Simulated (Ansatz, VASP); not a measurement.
**Two plane-wave programs on NaB3**

```
Na B
1.0
     2.96332    0.00000    0.00000
     0.00000    4.90862    0.00000
     0.00000    0.00000    5.74361
Na B
2 6
Direct
  0.00000 0.00000 0.58805
  0.50000 0.50000 0.41195
  0.00000 0.16565 0.10523
  0.00000 0.83435 0.10523
  0.50000 0.66565 0.89477
  0.50000 0.33435 0.89477
  0.50000 0.00000 0.96696
  0.00000 0.50000 0.03304
```

Alike in both runs: functional PBE; k mesh 12 × 8 × 6; occupations gaussian, width 0.1 eV; no spin polarisation.

Ansatz relaxed the structure, and its values are those at the end. VASP's run is a single point on that final structure, the one shown.

|  | VASP | Ansatz |
| --- | --- | --- |
| version | VASP 6.6.1 | Ansatz 0.2.0 |
| potentials or method | VASP PAW PBE potentials, release 64 (Na_pv, B), cutoff 520 eV | scalar-relativistic, plane waves, PAW |
| valence electrons in the cell | 32 | 36 |

Ansatz gave:

- gap on the k mesh at the Fermi level (eV): none
- pressure (GPa): 0.0
- rms of the force components (eV/Å): 0.000

Question: What did VASP give for the same quantities?

Answer: gap on the k mesh at the Fermi level (eV): none; pressure (GPa): 0.0; rms of the force components (eV/Å): 0.003.

A gap of «none» marks a metal or a gap that the smearing closes. The functional is the same, so the differences come from potentials, cutoffs and numerics. VASP's potentials hold 32 valence electrons a cell and Ansatz's 36, so a difference there can come from the potentials and not from the codes.
